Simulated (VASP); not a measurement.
Here is a VASP 6.6.1 calculation.

The input INCAR:

```
PREC = Accurate
ENCUT = 600
EDIFF = 1E-6
ISMEAR = 0
SIGMA = 0.1
LREAL = False
LASPH = True
NELM = 120
ALGO = Normal
ISIF = 2
LWAVE = False
LCHARG = True
GGA = PE
LELF = True
LVHAR = True
NBANDS = 44
GGA_COMPAT = False
```

KPOINTS

```
regular mesh
0
Gamma
  6 6 2
```

POSCAR

```
Cu5Mo
1.0
    2.6402807351      0.0000000000      0.0000000000
   -1.3201403675      2.2865501897      0.0000000000
    0.0000000000      0.0000000000     12.7058308855
Cu Mo
5 1
Direct
    0.6666666667      0.3333333333      0.8224684268
    0.0000000000      0.0000000000      0.6604889080
    0.6666666667      0.3333333333      0.5000000000
    0.0000000000      0.0000000000      0.3395110920
    0.6666666667      0.3333333333      0.1775315732
    0.0000000000      0.0000000000      0.0000000000
```

Potentials or basis: VASP PAW PBE potentials, release 64 (Cu, Mo_sv).

The run is started by

```sh
$ cat potpaw_PBE.64/Cu/POTCAR potpaw_PBE.64/Mo_sv/POTCAR > POTCAR
$ mpirun -np 1 vasp_std > vasp.out
```

(1) Estimate the largest force.

(2) Predict the band gap on the k mesh.

(3) Estimate the pressure.

Answers

(1) 0.008 eV/Å.

(2) zero (an odd number of electrons rules out a gap without spin polarisation).

(3) 0.5 GPa.

Caveat: the k points lie up to 0.46 Å⁻¹ apart, too coarse for converged energies and pressures of a metal.
